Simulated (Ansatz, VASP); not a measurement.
W in VASP and in Ansatz

The input INCAR:

```
SYSTEM = W
PREC = Accurate
ENCUT = 520
EDIFF = 1E-8
ISMEAR = -1
SIGMA = 0.08
LREAL = .False.
LASPH = .True.
NELM = 80
ALGO = Normal
ISIF = 2
LWAVE = .False.
LCHARG = .False.
GGA = PE
LEFG = .True.
NBANDS = 13
```

KPOINTS

```
Automatic mesh
0
Gamma
  14 14 14
  0 0 0
```

File POSCAR:

```
W
1.0
   -1.6078784540      1.6078784540      1.6078784540
    1.6078784540     -1.6078784540      1.6078784540
    1.6078784540      1.6078784540     -1.6078784540
W
1
Direct
    0.0000000000      0.0000000000      0.0000000000
```

Input for Ansatz:

```yaml
crystal:
  lattice:
    - [-1.607878454, 1.607878454, 1.607878454]
    - [1.607878454, -1.607878454, 1.607878454]
    - [1.607878454, 1.607878454, -1.607878454]
  atoms:
    - { symbol: W, position: [0.0, 0.0, 0.0] }
kpoints:
  mp_grid: { grid: [14, 14, 14] }
scf:
  occupations: { method: fermi_dirac, width: 0.08 }
hamiltonian:
  xc: pbe
  pseudopotentials: { kind: paw }
output:
  forces: true
  stress: true
  eigenvalues: true
  efg: { contact_densities: true }
```

Change from the starting cell: volume scaled by 1.02, PAW files.

Alike in both runs: task electric field gradients; functional PBE; k mesh 14 × 14 × 14; occupations fermi-dirac, width 0.08 eV; no spin polarisation.

|  | VASP | Ansatz |
| --- | --- | --- |
| version | VASP 6.6.1 | Ansatz 0.2.0 |
| potentials or method | VASP PAW PBE potentials, release 64 (W_sv) | PAW with Ansatz's default frozen-core files, scalar-relativistic |
| plane-wave cutoff (eV) | 520 | 420 |
| valence electrons in the cell | 14 | 14 |

|  | VASP | Ansatz | Ansatz less VASP |
| --- | --- | --- | --- |
| pressure (GPa) | -7.9 | -8.3 | -0.39 |

The functional is the same, so the differences come from potentials, cutoffs and numerics.

Spin-orbit coupling is off throughout.
